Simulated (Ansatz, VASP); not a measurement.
**Se: VASP beside Ansatz**

The input INCAR:

```
SYSTEM = Se
  ALGO = Normal
  EDIFF = 1E-6
  ENCUT = 520
  GGA = PS
  ISIF = 2
  ISMEAR = 0
  IVDW = 12
  LASPH = .True.
  LCHARG = .False.
  LREAL = .False.
  LWAVE = .False.
  NBANDS = 16
  NELM = 80
  PREC = Accurate
  SIGMA = 0.03
```

The input KPOINTS:

```
k-points
0
Gamma
  12 12 8
  0 0 0
```

The input POSCAR:

```
Se
1.0
    4.0066652193      0.0000000000      0.0000000000
   -2.0033326096      3.4698738644      0.0000000000
    0.0000000000      0.0000000000      5.0912694941
Se
3
Direct
    0.2610773134      0.0000000000      0.3333333333
    0.0000000000      0.2610773134      0.6666666667
    0.7389226866      0.7389226866      0.0000000000
```

Input for Ansatz:

```yaml
crystal:
  lattice:
    - [4.0066652193, 0.0, 0.0]
    - [-2.0033326096, 3.4698738644, 0.0]
    - [0.0, 0.0, 5.0912694941]
  atoms:
    - { symbol: Se, position: [0.2610773134, 0.0, 0.3333333333] }
    - { symbol: Se, position: [0.0, 0.2610773134, 0.6666666667] }
    - { symbol: Se, position: [0.7389226866, 0.7389226866, 0.0] }
basis:
  ecutwfc: 420
kpoints:
  mp_grid: { grid: [12, 12, 8] }
hamiltonian:
  xc: pbesol
  dispersion: d3bj
scf:
  occupations: { method: gaussian, width: 0.03 }
output:
  forces: true
  stress: true
  eigenvalues: true
```

Alike in both runs: task single point; functional PBEsol; dispersion D3(BJ); k mesh 12 × 12 × 8; occupations gaussian, width 0.03 eV; no spin polarisation.

```csv
,VASP,Ansatz
version,VASP 6.6.1,Ansatz 0.2.0
potentials or method,"VASP PAW PBE potentials, release 64 (Se), cutoff 520 eV","scalar-relativistic, plane waves, PAW"
valence electrons in the cell,18,48
```

|  | VASP | Ansatz | Ansatz less VASP |
| --- | --- | --- | --- |
| gap on the k mesh at the Fermi level (eV) | 0.44 | 0.45 | +0.007 |
| least direct gap on the mesh (eV) | 0.44 | 0.45 | +0.007 |
| pressure (GPa) | -2.7 | -2.9 | -0.15 |
| traceless stress, the component that is largest in VASP (GPa) | 0.34 | 0.29 | -0.054 |
| rms of the force components (eV/Å) | 0.155 | 0.168 | +0.0136 |

VASP's potentials were made for PBE, not for PBEsol. Atom by atom the forces differ by 0.014 eV/Å (rms over components). VASP's potentials hold 18 valence electrons a cell and Ansatz's 48, so a difference there can come from the potentials and not from the codes.
